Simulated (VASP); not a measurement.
Wanted: the native input for a VASP 6.6.1 run.

```yaml
Task: single point
Functional: r2SCAN
Potentials_or_basis: VASP PAW PBE potentials, release 64 (V_sv, N)
Cutoff: 660 eV
k_mesh: 4 × 4 × 4, shifted
Occupations: fermi-dirac, width 0.1 eV
Spin: no spin polarisation
Dipole_correction: no
Further_INCAR_settings: ALGO = Normal; EDIFF = 1e-06; NBANDS = 16
```

VN:

```xyz
2
Lattice="0.0000 2.0609 2.0609 2.0609 0.0000 2.0609 2.0609 2.0609 0.0000" Properties=species:S:1:pos:R:3 pbc="T T T"
V     0.0000    0.0000    0.0000
N     2.0609    2.0609    2.0609
```

These files were run (other wordings do the same):

POSCAR

```
VN
1.0
    0.0000000000      2.0608700000      2.0608700000
    2.0608700000      0.0000000000      2.0608700000
    2.0608700000      2.0608700000      0.0000000000
V N
1 1
Direct
    0.0000000000      0.0000000000      0.0000000000
    0.5000000000      0.5000000000      0.5000000000
```

INCAR.step1

```
SYSTEM = VN
  PREC = Accurate
  ENCUT = 660
  ISMEAR = -1
  SIGMA = 0.1
  LREAL = .False.
  LASPH = .True.
  NELM = 120
  NBANDS = 16
  GGA = PE
  ALGO = Normal
  EDIFF = 1E-5
  LWAVE = .True.
  LCHARG = .False.
  GGA_COMPAT = .False.
```

INCAR.step2

```
SYSTEM = VN
  PREC = Accurate
  ENCUT = 660
  EDIFF = 1E-6
  ISMEAR = -1
  SIGMA = 0.1
  LREAL = .False.
  LASPH = .True.
  NELM = 120
  ALGO = Normal
  ISIF = 2
  LWAVE = .False.
  LCHARG = .True.
  METAGGA = R2SCAN
  LMIXTAU = .True.
  LELF = .True.
  LVHAR = .True.
  NBANDS = 16
  ISTART = 1
  GGA_COMPAT = .False.
```

KPOINTS

```
Automatic mesh
0
Gamma
  4 4 4
  0.5 0.5 0.5
```

Potentials or basis: VASP PAW PBE potentials, release 64 (V_sv, N).

Command:

```sh
$ cat potpaw_PBE.64/V_sv/POTCAR potpaw_PBE.64/N/POTCAR > POTCAR
$ cp INCAR.step1 INCAR
$ mpirun -np 1 vasp_std > vasp.out
$ cp INCAR.step2 INCAR
$ mpirun -np 1 vasp_std > vasp.out
```

It gave:

```
Pressure               : -3.8 GPa
Band gap on the k mesh : zero (bands 9 and 10 overlap by 1.46 eV)
```

Caveat: the k points lie up to 0.66 Å⁻¹ apart, too coarse for converged energies and pressures of a metal; the PAW data sets were made with another functional, which shifts forces and pressure a little; the run has no spin polarisation, though such a crystal can be magnetic.

It took 12 s on 1 thread of Intel(R) Xeon(R) Platinum 8488C (Sapphire Rapids), on a shared host, peak memory 0.14 GiB.
